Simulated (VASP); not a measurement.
# Pd (Fm-3m) in VASP: further runs

Pd is run at these levels: PBEsol; tasks: single point.

Everything below comes from runs of VASP 6.6.1. Logs are shortened: lines on timing, memory, paths and dates and some standing lists are left out, and cuts for length are marked.

## Step 1: The cell of the first run

The structure is cubic, space group Fm-3m (No. 225). The conventional cell has a = 3.715 Å, b = 3.715 Å, c = 3.715 Å, α = 90.00°, β = 90.00°, γ = 90.00°. Within 3.5 Å of Pd (site symmetry m-3m) lie 12 Pd at 2.63 Å.

## Step 2: Single point, PBEsol (volume scaled by 0.88)

Input file INCAR:

```
ALGO = Normal
EDIFF = 1E-6
ENCUT = 520
GGA = PS
ISIF = 2
ISMEAR = -1
LASPH = True
LCHARG = False
LREAL = False
LWAVE = False
NBANDS = 11
NELM = 80
PREC = Accurate
SIGMA = 0.05
```

Input file KPOINTS:

```
k-points
0
Gamma
  19 19 19
```

Input file POSCAR:

```
Pd
1.0
    0.0000000000      1.8573644759      1.8573644759
    1.8573644759      0.0000000000      1.8573644759
    1.8573644759      1.8573644759      0.0000000000
Pd
1
Direct
    0.0000000000      0.0000000000      0.0000000000
```

Potentials or basis: VASP PAW PBE potentials, release 64 (Pd).

Started as:

```bash
cat potpaw_PBE.64/Pd/POTCAR > POTCAR
mpirun -np 1 vasp_std > vasp.out
```

OUTCAR:

```text
EDIFF = 1E-6
   ENCUT = 520
   GGA = PS
   ISIF = 2
   ISMEAR = -1
   LASPH = True
   LREAL = False
   NELM = 80
   PREC = Accurate

 ion  position               nearest neighbor table
   1  0.000  0.000  0.000-

  LATTYP: Found a face centered cubic cell.
 ALAT       =     3.7147289518

  Lattice vectors:

 A1 = (   0.0000000000,   1.8573644759,   1.8573644759)
 A2 = (   1.8573644759,   0.0000000000,   1.8573644759)
 A3 = (   1.8573644759,   1.8573644759,   0.0000000000)

Analysis of symmetry for initial positions (statically):
=====================================================================
 Subroutine PRICEL returns:
 Original cell was already a primitive cell.

 Routine SETGRP: Setting up the symmetry group for a
 face centered cubic supercell.

 Subroutine GETGRP returns: Found 48 space group operations
 (whereof 48 operations were pure point group operations)
 out of a pool of 48 trial point group operations.

The static configuration has the point symmetry O_h .

Analysis of symmetry for dynamics (positions and initial velocities):
=====================================================================
 Subroutine PRICEL returns:
 Original cell was already a primitive cell.

 Routine SETGRP: Setting up the symmetry group for a
 face centered cubic supercell.

 Subroutine GETGRP returns: Found 48 space group operations
 (whereof 48 operations were pure point group operations)
 out of a pool of 48 trial point group operations.

The dynamic configuration has the point symmetry O_h .

 Subroutine INISYM returns: Found 48 space group operations
 (whereof 48 operations are pure point group operations),
 and found     1 'primitive' translations

----------------------------------------------------------------------------------------

                                     Primitive cell

  volume of cell :      12.8151

  direct lattice vectors                    reciprocal lattice vectors
     0.000000000  1.857364476  1.857364476    -0.269198645  0.269198645  0.269198645
     1.857364476  0.000000000  1.857364476     0.269198645 -0.269198645  0.269198645
     1.857364476  1.857364476  0.000000000     0.269198645  0.269198645 -0.269198645

  length of vectors
     2.626710032  2.626710032  2.626710032     0.466265730  0.466265730  0.466265730

  position of ions in fractional coordinates (direct lattice)
     0.000000000  0.000000000  0.000000000

  ion indices of the primitive-cell ions
   primitive index   ion index
                 1           1

----------------------------------------------------------------------------------------

 KPOINTS: k-points

Automatic generation of k-mesh.
 Grid dimensions read from file:
 generate k-points for:   19   19   19

 Generating k-lattice:

  Cartesian coordinates                     Fractional coordinates (reciprocal lattice)
    -0.014168350  0.014168350  0.014168350     0.052631579  0.000000000  0.000000000
     0.014168350 -0.014168350  0.014168350     0.000000000  0.052631579  0.000000000
     0.014168350  0.014168350 -0.014168350     0.000000000  0.000000000  0.052631579

  Length of vectors
     0.024540302  0.024540302  0.024540302

  Shift w.r.t. Gamma in fractional coordinates (k-lattice)
     0.000000000  0.000000000  0.000000000

 Subroutine IBZKPT returns following result:
 ===========================================

 Found    220 irreducible k-points:

 Following reciprocal coordinates:
            Coordinates               Weight
  0.000000  0.000000  0.000000      1.000000
  0.052632  0.000000  0.000000      8.000000
  0.105263  0.000000  0.000000      8.000000
  0.157895  0.000000  0.000000      8.000000
  0.210526  0.000000  0.000000      8.000000
  0.263158  0.000000  0.000000      8.000000
[... 16 lines left out ...]
 -0.315789  0.052632  0.000000     24.000000
 -0.263158  0.052632  0.000000     24.000000
 [... further k-points ...]
   k-points           NKPTS =    220   k-points in BZ     NKDIM =    220   number of bands    NBANDS=     11
   number of dos      NEDOS =    301   number of ions     NIONS =      1
   total plane-waves  NPLWV =   8000
   dimension x,y,z NGX =    20 NGY =   20 NGZ =   20
   dimension x,y,z NGXF=    40 NGYF=   40 NGZF=   40
   ions per type =               1
   NGX,Y,Z   is equivalent  to a cutoff of  12.66, 12.66, 12.66 a.u.
   NGXF,Y,Z  is equivalent  to a cutoff of  25.32, 25.32, 25.32 a.u.
 SYSTEM =  unknown system
   PREC   = accura    normal or accurate (medium, high low for compatibility)
   ISTART =      0    job   : 0-new  1-cont  2-samecut
   ICHARG =      2    charge: 1-file 2-atom 10-const
   ISPIN  =      1    spin polarized calculation?
   LNONCOLLINEAR =      F non collinear calculations
   LSORBIT =      F    spin-orbit coupling
   LASPH  =      T    aspherical Exc in radial PAW
   ENCUT  =  520.0 eV  38.22 Ry    6.18 a.u.   4.88  4.88  4.88*2*pi/ulx,y,z
   NELM   =     80;   NELMIN=  2; NELMDL= -5     # of ELM steps
   EDIFF  = 0.1E-05   stopping-criterion for ELM
   LREAL  =      F    real-space projection
   EDIFFG = 0.1E-04   stopping-criterion for IOM
   NSW    =      0    number of steps for IOM
   IBRION =     -1    ionic relax: 0-MD 1-quasi-New 2-CG
   NFREE  =      0    steps in history (QN), initial steepest desc. (CG)
   ISIF   =      2    stress and relaxation
   ISYM   =      2    0-nonsym 1-usesym 2-fastsym
   POTIM  = 0.5000    time-step for ionic-motion
   TEBEG  =    0.0;   TEEND  =   0.0 temperature during run
   PSTRESS=    0.0 pullay stress
   NELECT =      10.0000    total number of electrons
   NUPDOWN=      -1.0000    fix difference up-down
   EMIN   =  10.00;   EMAX   =-10.00  energy-range for DOS
   EFERMI =   0.00;   METHOD = LEGACY
   ISMEAR =    -1;   SIGMA  =   0.05  broadening in eV -4-tet -1-fermi 0-gaus
   EFERMI_NEDOS =   21; number of points for ismear=-14 and -15
   IALGO  =     38    algorithm
   IMIX   =      4    mixing-type and parameters
     AMIX     =   0.40;   BMIX     =  1.00
     AMIX_MAG =   1.60;   BMIX_MAG =  1.00
  volume/ion in A,a.u.               =      12.82        86.48
  Fermi-wavevector in a.u.,A,eV,Ry     =   1.507189  2.848174 30.907246  2.271618
  Thomas-Fermi vector in A             =   2.617808
   LORBIT       =      0    0 simple, 1 ext, 2 COOP (PROOUT), +10 PAW based schemes
   GGA     = PS    functional components
   LHFCALC =     F    Hartree Fock is set to
   AEXX    =    0.0000 exact exchange contribution
   IVDW    =     0    specifies the selected vdW correction
   LEPSILON=     F    determine dielectric tensor
   LRPA    =     F    only Hartree local field effects (RPA)
 non-spin polarized calculation
  energy-cutoff  :      520.00
  volume of cell :       12.82
 maximum number of plane-waves:       355
   NGX =  9   NGY =  9   NGZ =  9

 number of electron      10.0000000 magnetization

 number of electron       9.9999999 magnetization

 Free energy of the ion-electron system (eV)
  ---------------------------------------------------
  ext. energy  EPLUGINS =         0.00000000
  ---------------------------------------------------
  free energy    TOTEN  =        -5.79612848 eV

  energy without entropy =       -5.77910452  energy(sigma->0) =       -5.78761650

 E-fermi :  12.2345     XC(G=0): -14.2714

 val. band max:       12.2326027759   @ k =  -0.4737   0.2632   0.0526
 cond. band min:      12.2347676668   @ k =  -0.3684   0.4211   0.2105
 fundamental gap:      0.0021648908
 Fermi energy:        12.2345356243

 k-point     1 :       0.0000    0.0000    0.0000
  band No.  band energies     occupation
      1       3.8056      2.00000
      2       8.6351      2.00000
      3       8.6351      2.00000
      4       8.6351      2.00000
      5      10.6863      2.00000
      6      10.6863      2.00000
      7      29.2801      0.00000
      8      34.8767      0.00000
      9      34.8767      0.00000
     10      34.8767      0.00000
     11      37.7534      0.00000

 k-point     2 :       0.0526    0.0000    0.0000
  band No.  band energies     occupation
      1       3.9205      2.00000
      2       8.5873      2.00000
      3       8.6789      2.00000
      4       8.6789      2.00000
      5      10.6626      2.00000
      6      10.6626      2.00000
      7      29.4354      0.00000
      8      34.1775      0.00000
      9      35.0354      0.00000
     10      35.0354      0.00000
     11      37.7696      0.00000

 k-point     3 :       0.1053    0.0000    0.0000
  band No.  band energies     occupation
      1       4.2522      2.00000
      2       8.4659      2.00000
      3       8.7951      2.00000
      4       8.7951      2.00000
      5      10.6098      2.00000
      6      10.6098      2.00000
      7      29.8472      0.00000
      8      32.7078      0.00000
      9      35.4957      0.00000
     10      35.4957      0.00000
     11      37.7824      0.00000

 k-point     4 :       0.1579    0.0000    0.0000
  band No.  band energies     occupation
      1       4.7525      2.00000
      2       8.3408      2.00000
      3       8.9336      2.00000
      4       8.9336      2.00000
      5      10.5851      2.00000
      6      10.5851      2.00000
      7      30.2636      0.00000
      8      31.1316      0.00000
      9      36.2077      0.00000
     10      36.2077      0.00000
     11      37.7806      0.00000
[... 239 lines left out ...]
 k-point    22 :      -0.3684    0.0526    0.0000
  band No.  band energies     occupation
      1       5.8505      2.00000
      2       8.6517      2.00000
      3       8.7497      2.00000
      4      10.5763      2.00000
      5      11.6133      1.99999
      6      12.5418      0.00427
      7      23.0335      0.00000
      8      29.3630      0.00000
      9      34.5427      0.00000
     10      36.1221      0.00000
     11      37.7849      0.00000

 k-point    23 :      -0.3158    0.0526    0.0000
  band No.  band energies     occupation
      1       5.9209      2.00000
      2       8.7824      2.00000
      3       8.8744      2.00000
      4       9.6410      2.00000
      5      11.1871      2.00000
      6      11.9565      1.99234
      7      24.8870      0.00000
      8      29.9347      0.00000
      9      35.2558      0.00000
     10      37.5564      0.00000
     11      37.7782      0.00000

 k-point    24 :      -0.2632    0.0526    0.0000
  band No.  band energies     occupation
      1       5.8734      2.00000
      2       8.7159      2.00000
      3       8.9959      2.00000
      4       9.0055      2.00000
      5      10.7709      2.00000
      6      11.4636      2.00000
      7      26.7967      0.00000
      8      30.5370      0.00000
      9      35.9730      0.00000
     10      37.7343      0.00000
     11      38.4749      0.00000

 [... further k-points ...]

------------------------ aborting loop because EDIFF is reached ----------------------------------------

  FORCE on cell =-STRESS in cart. coord.  units (eV):
  Direction    XX          YY          ZZ          XY          YZ          ZX
  --------------------------------------------------------------------------------------
  -------------------------------------------------------------------------------------
  Total        2.8973520      2.8973520      2.8973520      0.0000000      0.0000000     -0.0000000
  in kB      362.2350318    362.2350318    362.2350318      0.0000000      0.0000000     -0.0000000
  external PRESSURE =     362.2350318 kB  Pullay stress =       0.0000000 kB

 VOLUME and BASIS-vectors are now :
 -----------------------------------------------------------------------------
  energy-cutoff  :      520.00
  volume of cell :       12.82
      direct lattice vectors                 reciprocal lattice vectors
     0.000000000  1.857364476  1.857364476    -0.269198645  0.269198645  0.269198645
     1.857364476  0.000000000  1.857364476     0.269198645 -0.269198645  0.269198645
     1.857364476  1.857364476  0.000000000     0.269198645  0.269198645 -0.269198645

 POSITION                                       TOTAL-FORCE (eV/Angst)
 -----------------------------------------------------------------------------------
      0.00000      0.00000      0.00000         0.000000     -0.000000      0.000000
 -----------------------------------------------------------------------------------
    total drift:                                0.000000      0.000000      0.000000

  FREE ENERGIE OF THE ION-ELECTRON SYSTEM (eV)
  ---------------------------------------------------
  free  energy   TOTEN  =        -5.7961284750 eV

  energy  without entropy=       -5.7791045186  energy(sigma->0) =       -5.78761650
```

Run time: 15 s. Hardware: 1 thread of Intel Xeon Platinum 8488C (Sapphire Rapids), shared host; peak memory 0.14 GiB.

Results:

```yaml
Free_energy: -5.7961 eV
Pressure: 36.2 GPa
Band_gap_on_the_k_mesh: zero (band 5 reaches 12.58 eV, above the bottom of band 6 at 10.59 eV)
```

Levels at points of the mesh, in eV from the Fermi level:
```tsv
k point	band 3	band 4	band 5	band 6	band 7	band 8
(0.00, 0.00, 0.00)	-3.60	-3.60	-1.55	-1.55	17.05	22.64
```

Caveat: the PAW data sets were made with another functional, which shifts forces and pressure a little.

[end of part 1 of 2]
